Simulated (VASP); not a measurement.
A run of VASP 6.6.1 is set up as follows.

The input INCAR:

```
SYSTEM = AlN
ALGO = Normal
EDIFF = 1E-6
ENCUT = 520
GGA = PS
ISIF = 2
ISMEAR = 0
LASPH = .True.
LCHARG = .False.
LREAL = .False.
LWAVE = .False.
NBANDS = 11
NELM = 100
PREC = Accurate
SIGMA = 0.05
```

File KPOINTS:

```
k-points
0
Gamma
  10 10 10
  0 0 0
```

File POSCAR:

```
AlN
1.0
    0.1154292807      2.1840543826      2.1840543826
    2.1840543826      0.1154292807      2.1840543826
    2.1840543826      2.1840543826      0.1154292807
Al N
1 1
Direct
    0.5000000000      0.5000000000      0.5000000000
    0.0000000000      0.0000000000      0.0000000000
```

Potentials or basis: VASP PAW PBE potentials, release 64 (Al, N).

Run with:

```console
$ cat potpaw_PBE.64/Al/POTCAR potpaw_PBE.64/N/POTCAR > POTCAR
$ mpirun -np 1 vasp_std > vasp.out
```

Problem. Estimate the band gap on the k mesh.

Solution. 2.58 eV, indirect (least direct gap 3.02 eV).

Problem. Predict the pressure.

Solution. -28.4 GPa.

Stress tensor (GPa, compression positive):
```
-28.38 -14.59 -14.59
-14.59 -28.38 -14.59
-14.59 -14.59 -28.38
```

Caveat: the PAW data sets were made with another functional, which shifts forces and pressure a little. A k mesh can miss the band edges.
